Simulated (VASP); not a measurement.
A run of VASP 6.6.1 is set up as follows.

File INCAR:

```
ALGO     = Normal         # electronic algorithm
EDIFF    = 1E-7           # SCF threshold, eV
ENCUT    = 520            # plane-wave cutoff, eV
GGA      = PS             # functional
ISIF     = 2              # what is computed and relaxed
ISMEAR   = 0              # smearing method
LASPH    = T              # aspherical terms in the spheres
LCHARG   = F              # write CHGCAR
LREAL    = F              # projectors in reciprocal space
LWAVE    = F              # write WAVECAR
NBANDS   = 25             # bands
NELM     = 60             # most SCF steps
PREC     = Accurate       # precision mode
SIGMA    = 0.1            # smearing width, eV
```

Contents of KPOINTS:

```
k-points
0
Gamma
  8 8 8
```

Contents of POSCAR:

```
As2Se
1.0
   -3.5594330964      3.5594330964      2.6349900005
    3.5594330964     -3.5594330964      2.6349900005
    3.5594330964      3.5594330964     -2.6349900005
As Se
4 2
Direct
    0.8750000000      0.1250000000      0.7500000000
    0.3750000000      0.1250000000      0.2500000000
    0.8750000000      0.6250000000      0.7500000000
    0.8750000000      0.1250000000      0.2500000000
    0.5000000000      0.5000000000      0.0000000000
    0.2500000000      0.7500000000      0.5000000000
```

Potentials or basis: VASP PAW PBE potentials, release 64 (As, Se).

Launch:

```sh
$ cat potpaw_PBE.64/As/POTCAR potpaw_PBE.64/Se/POTCAR > POTCAR
$ mpirun -np 1 vasp_std > vasp.out
```

(1) Predict the pressure.

(2) What does it give for the band gap on the k mesh?

## Answers

(1) -3.7 GPa.

(2) zero (band 16 reaches 4.82 eV, above the bottom of band 17 at 4.38 eV).

Caveat: the PAW data sets were made with another functional, which shifts forces and pressure a little.
